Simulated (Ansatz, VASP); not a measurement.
**Two plane-wave programs on Al2Cu**

```xyz
3
Lattice="4.1031 0.1642 0.0000 0.1642 4.0036 0.0000 0.0000 0.0000 2.7267" Properties=species:S:1:pos:R:3 pbc="T T T"
Al    2.0367   -0.1171    1.3634
Al    0.0731    2.0541    1.3634
Cu    0.0239    0.1469    0.0000
```

Alike in both runs: task single point; functional PBEsol; k mesh 10 × 10 × 14; occupations gaussian, width 0.1 eV; no spin polarisation.

|  | VASP | Ansatz |
| --- | --- | --- |
| version | VASP 6.6.1 | Ansatz 0.2.0 |
| potentials or method | VASP PAW PBE potentials, release 64 (Al, Cu), cutoff 520 eV | scalar-relativistic, plane waves, PAW |
| valence electrons in the cell | 17 | 25 |

VASP gave:

| Item | Value |
| --- | --- |
| gap on the k mesh at the Fermi level (eV) | none |
| pressure (GPa) | 8.7 |
| traceless stress, the component that is largest in VASP (GPa) | -4.59 |
| rms of the force components (eV/Å) | 0.392 |

**Question.** Which values does Ansatz return?

**Answer.** gap on the k mesh at the Fermi level (eV): none; pressure (GPa): 8.5; traceless stress, the component that is largest in VASP (GPa): -4.61; rms of the force components (eV/Å): 0.393.

VASP's potentials were made for PBE, not for PBEsol. Atom by atom the forces differ by 0.002 eV/Å (rms over components). A gap of «none» marks a metal or a gap that the smearing closes. The functional is the same, so the differences come from potentials, cutoffs and numerics. VASP's potentials hold 17 valence electrons a cell and Ansatz's 25, so a difference there can come from the potentials and not from the codes.
